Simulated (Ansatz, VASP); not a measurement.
BaOs3 in VASP and in Ansatz

Contents of INCAR:

```
SYSTEM = BaOs3
ALGO = Fast
EDIFF = 1E-6
ENCUT = 520
GGA = PS
ISIF = 2
ISMEAR = 0
LASPH = .TRUE.
LCHARG = .TRUE.
LELF = .TRUE.
LREAL = .FALSE.
LVHAR = .TRUE.
LWAVE = .FALSE.
NBANDS = 25
NELM = 60
PREC = Accurate
SIGMA = 0.05
```

File KPOINTS:

```
k-points
0
G
  8 8 8
  0 0 0
```

File POSCAR:

```
BaOs3
1.0
    4.0849325274      0.0000000000      0.0000000000
    0.0000000000      4.0849325274      0.0000000000
    0.0000000000      0.0000000000      4.0849325274
Ba Os
1 3
Direct
    0.0000000000      0.0000000000      0.0000000000
    0.0000000000      0.5000000000      0.5000000000
    0.5000000000      0.5000000000      0.0000000000
    0.5000000000      0.0000000000      0.5000000000
```

Input for Ansatz:

```yaml
crystal:
  lattice:
    - [4.0849325274, 0.0, 0.0]
    - [0.0, 4.0849325274, 0.0]
    - [0.0, 0.0, 4.0849325274]
  atoms:
    - { symbol: Ba, position: [0.0, 0.0, 0.0] }
    - { symbol: Os, position: [0.0, 0.5, 0.5] }
    - { symbol: Os, position: [0.5, 0.5, 0.0] }
    - { symbol: Os, position: [0.5, 0.0, 0.5] }
basis:
  ecutwfc: 420
  ecutrho_ratio: 4
kpoints:
  mp_grid: { grid: [8, 8, 8] }
hamiltonian:
  xc: pbesol
scf:
  occupations: { method: gaussian, width: 0.05 }
output:
  forces: true
  stress: true
  eigenvalues: true
```

Alike in both runs: task single point; functional PBEsol; k mesh 8 × 8 × 8; occupations gaussian, width 0.05 eV; no spin polarisation.

```csv
,VASP,Ansatz
version,VASP 6.6.1,Ansatz 0.2.0
potentials or method,"VASP PAW PBE potentials, release 64 (Ba_sv, Os), cutoff 520 eV","scalar-relativistic, plane waves, PAW"
valence electrons in the cell,34,58
```

VASP gave:

| Quantity | Value |
| --- | --- |
| gap on the k mesh at the Fermi level (eV) | none |
| pressure (GPa) | 10.1 |

Task: Estimate Ansatz's values.

Result: gap on the k mesh at the Fermi level (eV): none; pressure (GPa): 3.4.

VASP's potentials were made for PBE, not for PBEsol. A gap of «none» marks a metal or a gap that the smearing closes. One of these differences is far larger than is usual between the two programs; its cause wasn't traced. VASP's potentials hold 34 valence electrons a cell and Ansatz's 58, so a difference there can come from the potentials and not from the codes.

Neither program's run includes spin-orbit coupling.
